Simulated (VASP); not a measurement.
# Zn (Im-3m) in VASP: a series of runs

Runs on Zn. Level: PBEsol. Tasks: single point.

Program: VASP 6.6.1. These are calculated values, not measurements. Logs are shortened: lines on timing, memory, paths and dates and some standing lists are left out, and cuts for length are marked.

**1. The cell of the first run**

The structure is cubic, space group Im-3m (No. 229). The conventional cell has a = 3.138 Å, b = 3.138 Å, c = 3.138 Å, α = 90.00°, β = 90.00°, γ = 90.00°. Zn (site symmetry m-3m) has 14 Zn at 2.72 to 3.14 Å within 3.6 Å.

**2. Single point, PBEsol**

The input, INCAR:

```
  PREC = Accurate
  ENCUT = 520
  EDIFF = 1E-6
  ISMEAR = 0
  SIGMA = 0.15
  LREAL = F
  LASPH = T
  NELM = 100
  ALGO = Normal
  ISIF = 2
  LWAVE = F
  LCHARG = F
  GGA = PS
  NBANDS = 12
```

The input, KPOINTS:

```
regular mesh
0
Gamma
  22 22 22
```

The input, POSCAR:

```
Zn
1.0
   -1.5690370000      1.5690370000      1.5690370000
    1.5690370000     -1.5690370000      1.5690370000
    1.5690370000      1.5690370000     -1.5690370000
Zn
1
Direct
    0.0000000000      0.0000000000      0.0000000000
```

Potentials or basis: VASP PAW PBE potentials, release 64 (Zn).

The run is started by

```console
$ cat potpaw_PBE.64/Zn/POTCAR > POTCAR
$ mpirun -np 1 vasp_std > vasp.out
```

OUTCAR:

```text
PREC = Accurate
   ENCUT = 520
   EDIFF = 1E-6
   ISMEAR = 0
   LREAL = F
   LASPH = T
   NELM = 100
   ISIF = 2
   GGA = PS

 ion  position               nearest neighbor table
   1  0.000  0.000  0.000-

  LATTYP: Found a body centered cubic cell.
 ALAT       =     3.1380740000

  Lattice vectors:

 A1 = (  -1.5690370000,   1.5690370000,   1.5690370000)
 A2 = (   1.5690370000,  -1.5690370000,   1.5690370000)
 A3 = (   1.5690370000,   1.5690370000,  -1.5690370000)

Analysis of symmetry for initial positions (statically):
=====================================================================
 Subroutine PRICEL returns:
 Original cell was already a primitive cell.

 Routine SETGRP: Setting up the symmetry group for a
 body centered cubic supercell.

 Subroutine GETGRP returns: Found 48 space group operations
 (whereof 48 operations were pure point group operations)
 out of a pool of 48 trial point group operations.

The static configuration has the point symmetry O_h .

Analysis of symmetry for dynamics (positions and initial velocities):
=====================================================================
 Subroutine PRICEL returns:
 Original cell was already a primitive cell.

 Routine SETGRP: Setting up the symmetry group for a
 body centered cubic supercell.

 Subroutine GETGRP returns: Found 48 space group operations
 (whereof 48 operations were pure point group operations)
 out of a pool of 48 trial point group operations.

The dynamic configuration has the point symmetry O_h .

 Subroutine INISYM returns: Found 48 space group operations
 (whereof 48 operations are pure point group operations),
 and found     1 'primitive' translations

----------------------------------------------------------------------------------------

                                     Primitive cell

  volume of cell :      15.4511

  direct lattice vectors                    reciprocal lattice vectors
    -1.569037000  1.569037000  1.569037000     0.000000000  0.318666800  0.318666800
     1.569037000 -1.569037000  1.569037000     0.318666800  0.000000000  0.318666800
     1.569037000  1.569037000 -1.569037000     0.318666800  0.318666800  0.000000000

  length of vectors
     2.717651803  2.717651803  2.717651803     0.450662911  0.450662911  0.450662911

  position of ions in fractional coordinates (direct lattice)
     0.000000000  0.000000000  0.000000000

  ion indices of the primitive-cell ions
   primitive index   ion index
                 1           1

----------------------------------------------------------------------------------------

 KPOINTS: regular mesh

Automatic generation of k-mesh.
 Grid dimensions read from file:
 generate k-points for:   22   22   22

 Generating k-lattice:

  Cartesian coordinates                     Fractional coordinates (reciprocal lattice)
     0.000000000  0.014484855  0.014484855     0.045454545  0.000000000  0.000000000
     0.014484855  0.000000000  0.014484855     0.000000000  0.045454545  0.000000000
     0.014484855  0.014484855  0.000000000     0.000000000  0.000000000  0.045454545

  Length of vectors
     0.020484678  0.020484678  0.020484678

  Shift w.r.t. Gamma in fractional coordinates (k-lattice)
     0.000000000  0.000000000  0.000000000

 Subroutine IBZKPT returns following result:
 ===========================================

 Found    328 irreducible k-points:

 Following reciprocal coordinates:
            Coordinates               Weight
  0.000000  0.000000  0.000000      1.000000
  0.045455  0.000000  0.000000     12.000000
  0.090909  0.000000  0.000000     12.000000
  0.136364  0.000000  0.000000     12.000000
  0.181818  0.000000  0.000000     12.000000
  0.227273  0.000000  0.000000     12.000000
[... 16 lines left out ...]
  0.090909  0.090909  0.000000     24.000000
  0.136364  0.090909  0.000000     48.000000
 [... further k-points ...]
   k-points           NKPTS =    328   k-points in BZ     NKDIM =    328   number of bands    NBANDS=     12
   number of dos      NEDOS =    301   number of ions     NIONS =      1
   total plane-waves  NPLWV =   8000
   dimension x,y,z NGX =    20 NGY =   20 NGZ =   20
   dimension x,y,z NGXF=    40 NGYF=   40 NGZF=   40
   ions per type =               1
   NGX,Y,Z   is equivalent  to a cutoff of  12.23, 12.23, 12.23 a.u.
   NGXF,Y,Z  is equivalent  to a cutoff of  24.47, 24.47, 24.47 a.u.
 SYSTEM =  unknown system
   PREC   = accura    normal or accurate (medium, high low for compatibility)
   ISTART =      0    job   : 0-new  1-cont  2-samecut
   ICHARG =      2    charge: 1-file 2-atom 10-const
   ISPIN  =      1    spin polarized calculation?
   LNONCOLLINEAR =      F non collinear calculations
   LSORBIT =      F    spin-orbit coupling
   LASPH  =      T    aspherical Exc in radial PAW
   ENCUT  =  520.0 eV  38.22 Ry    6.18 a.u.   5.05  5.05  5.05*2*pi/ulx,y,z
   NELM   =    100;   NELMIN=  2; NELMDL= -5     # of ELM steps
   EDIFF  = 0.1E-05   stopping-criterion for ELM
   LREAL  =      F    real-space projection
   EDIFFG = 0.1E-04   stopping-criterion for IOM
   NSW    =      0    number of steps for IOM
   IBRION =     -1    ionic relax: 0-MD 1-quasi-New 2-CG
   NFREE  =      0    steps in history (QN), initial steepest desc. (CG)
   ISIF   =      2    stress and relaxation
   ISYM   =      2    0-nonsym 1-usesym 2-fastsym
   POTIM  = 0.5000    time-step for ionic-motion
   TEBEG  =    0.0;   TEEND  =   0.0 temperature during run
   PSTRESS=    0.0 pullay stress
   NELECT =      12.0000    total number of electrons
   NUPDOWN=      -1.0000    fix difference up-down
   EMIN   =  10.00;   EMAX   =-10.00  energy-range for DOS
   EFERMI =   0.00;   METHOD = LEGACY
   ISMEAR =     0;   SIGMA  =   0.15  broadening in eV -4-tet -1-fermi 0-gaus
   EFERMI_NEDOS =   21; number of points for ismear=-14 and -15
   IALGO  =     38    algorithm
   IMIX   =      4    mixing-type and parameters
     AMIX     =   0.40;   BMIX     =  1.00
     AMIX_MAG =   1.60;   BMIX_MAG =  1.00
  volume/ion in A,a.u.               =      15.45       104.27
  Fermi-wavevector in a.u.,A,eV,Ry     =   1.504811  2.843681 30.809811  2.264457
  Thomas-Fermi vector in A             =   2.615742
   LORBIT       =      0    0 simple, 1 ext, 2 COOP (PROOUT), +10 PAW based schemes
   GGA     = PS    functional components
   LHFCALC =     F    Hartree Fock is set to
   AEXX    =    0.0000 exact exchange contribution
   IVDW    =     0    specifies the selected vdW correction
   LEPSILON=     F    determine dielectric tensor
   LRPA    =     F    only Hartree local field effects (RPA)
 non-spin polarized calculation
 Gauss-broadening in eV      SIGMA  =   0.15
  energy-cutoff  :      520.00
  volume of cell :       15.45
 maximum number of plane-waves:       430
   NGX = 11   NGY = 11   NGZ = 11

 number of electron      12.0000023 magnetization

 Free energy of the ion-electron system (eV)
  ---------------------------------------------------
  ext. energy  EPLUGINS =         0.00000000
  ---------------------------------------------------
  free energy    TOTEN  =        -1.47662335 eV

  energy without entropy =       -1.47278458  energy(sigma->0) =       -1.47470396

 E-fermi :   2.9493     XC(G=0): -11.6300

 val. band max:        2.9348754850   @ k =   0.4091   0.0455   0.0455
 cond. band min:       2.9653911094   @ k =   0.3636   0.1818   0.0455
 fundamental gap:      0.0305156244
 Fermi energy:         2.9493224249

 k-point     1 :       0.0000    0.0000    0.0000
  band No.  band energies     occupation
      1      -7.4349      2.00000
      2      -4.8036      2.00000
      3      -4.8036      2.00000
      4      -4.8036      2.00000
      5      -4.3018      2.00000
      6      -4.3018      2.00000
      7      21.8452      0.00000
      8      21.8452      0.00000
      9      21.8452      0.00000
     10      23.6376      0.00000
     11      23.6376      0.00000
     12      23.6376      0.00000

 k-point     2 :       0.0455    0.0000    0.0000
  band No.  band energies     occupation
      1      -7.3695      2.00000
      2      -4.8098      2.00000
      3      -4.8022      2.00000
      4      -4.7882      2.00000
      5      -4.3078      2.00000
      6      -4.3015      2.00000
      7      20.8640      0.00000
      8      21.3075      0.00000
      9      21.5578      0.00000
     10      22.8030      0.00000
     11      23.0394      0.00000
     12      23.4267      0.00000

 k-point     3 :       0.0909    0.0000    0.0000
  band No.  band energies     occupation
      1      -7.1753      2.00000
      2      -4.8278      2.00000
      3      -4.7976      2.00000
      4      -4.7429      2.00000
      5      -4.3238      2.00000
      6      -4.3003      2.00000
      7      18.7253      0.00000
      8      20.2542      0.00000
      9      20.7795      0.00000
     10      22.1332      0.00000
     11      22.1903      0.00000
     12      23.4028      0.00000
[... 286 lines left out ...]
 k-point    23 :       0.0909    0.0909    0.0000
  band No.  band energies     occupation
      1      -6.6737      2.00000
      2      -4.8499      2.00000
      3      -4.8225      2.00000
      4      -4.6073      2.00000
      5      -4.3598      2.00000
      6      -4.2902      2.00000
      7      16.4319      0.00000
      8      16.7009      0.00000
      9      18.9152      0.00000
     10      22.0932      0.00000
     11      22.3781      0.00000
     12      23.9335      0.00000

 k-point    24 :       0.1364    0.0909    0.0000
  band No.  band energies     occupation
      1      -6.2649      2.00000
      2      -4.8785      2.00000
      3      -4.8206      2.00000
      4      -4.4888      2.00000
      5      -4.3792      2.00000
      6      -4.2776      2.00000
      7      14.3127      0.00000
      8      15.6316      0.00000
      9      18.0096      0.00000
     10      21.6079      0.00000
     11      22.5551      0.00000
     12      24.0491      0.00000

 [... further k-points ...]

------------------------ aborting loop because EDIFF is reached ----------------------------------------

  FORCE on cell =-STRESS in cart. coord.  units (eV):
  Direction    XX          YY          ZZ          XY          YZ          ZX
  --------------------------------------------------------------------------------------
  -------------------------------------------------------------------------------------
  Total       -0.4503431     -0.4503431     -0.4503431     -0.0000000      0.0000000      0.0000000
  in kB      -46.6975939    -46.6975939    -46.6975939     -0.0000000      0.0000000      0.0000000
  external PRESSURE =     -46.6975939 kB  Pullay stress =       0.0000000 kB

 VOLUME and BASIS-vectors are now :
 -----------------------------------------------------------------------------
  energy-cutoff  :      520.00
  volume of cell :       15.45
      direct lattice vectors                 reciprocal lattice vectors
    -1.569037000  1.569037000  1.569037000     0.000000000  0.318666800  0.318666800
     1.569037000 -1.569037000  1.569037000     0.318666800  0.000000000  0.318666800
     1.569037000  1.569037000 -1.569037000     0.318666800  0.318666800  0.000000000

 POSITION                                       TOTAL-FORCE (eV/Angst)
 -----------------------------------------------------------------------------------
      0.00000      0.00000      0.00000        -0.000000      0.000000      0.000000
 -----------------------------------------------------------------------------------
    total drift:                                0.000000     -0.000000      0.000000

  FREE ENERGIE OF THE ION-ELECTRON SYSTEM (eV)
  ---------------------------------------------------
  free  energy   TOTEN  =        -1.4766233499 eV

  energy  without entropy=       -1.4727845781  energy(sigma->0) =       -1.47470396
```

Run time: 25 s. Hardware: 1 thread of AMD EPYC 9R45 (Zen 5), shared host; peak memory 0.14 GiB.

What came out:

```yaml
Free_energy: -1.4766 eV
Pressure: -4.7 GPa
Band_gap_on_the_k_mesh: zero (band 6 reaches 7.08 eV, above the bottom of band 7 at 1.92 eV)
```

Levels at points of the mesh, in eV from the Fermi level:
| k point | band 4 | band 5 | band 6 | band 7 | band 8 | band 9 |
| --- | --- | --- | --- | --- | --- | --- |
| (0.00, 0.00, 0.00) | -7.75 | -7.25 | -7.25 | 18.90 | 18.90 | 18.90 |
| (0.50, 0.00, 0.00) | -7.22 | -6.92 | -2.69 | -1.03 | 11.21 | 12.61 |
| (0.50, 0.50, 0.50) | -7.00 | -7.00 | 4.13 | 4.13 | 4.13 | 7.39 |

Caveat: the PAW data sets were made with another functional, which shifts forces and pressure a little.

**3. Single point, PBEsol**

The input, INCAR:

```
  ALGO = Normal
  EDIFF = 1E-6
  ENCUT = 520
  GGA = PS
  ISIF = 2
  ISMEAR = 0
  LASPH = True
  LCHARG = True
  LELF = True
  LREAL = False
  LVHAR = True
  LWAVE = False
  NBANDS = 12
  NELM = 100
  PREC = Accurate
  SIGMA = 0.15
```

The input, KPOINTS:

```
k-points
0
Gamma
  24 24 24
```

POSCAR is that of step 2.

Potentials or basis: VASP PAW PBE potentials, release 64 (Zn).

The run is started by

```console
$ cat potpaw_PBE.64/Zn/POTCAR > POTCAR
$ mpirun -np 1 vasp_std > vasp.out
```

Run time: 29 s. Hardware: 1 thread of AMD EPYC 9R45 (Zen 5), shared host; peak memory 0.15 GiB.

It converged, with:

```
Free energy            : -1.4757 eV
Pressure               : -4.8 GPa
Band gap on the k mesh : zero (band 6 reaches 7.08 eV, above the bottom of band 7 at 1.91 eV)
```

Levels at points of the mesh, in eV from the Fermi level:
```
           k point  band 4  band 5  band 6  band 7  band 8  band 9
(0.00, 0.00, 0.00)   -7.72   -7.21   -7.21   18.93   18.93   18.93
(0.50, 0.00, 0.00)   -7.18   -6.88   -2.65   -1.00   11.25   12.65
(0.50, 0.50, 0.50)   -6.96   -6.96    4.16    4.16    4.16    7.43
```

Caveat: the PAW data sets were made with another functional, which shifts forces and pressure a little.
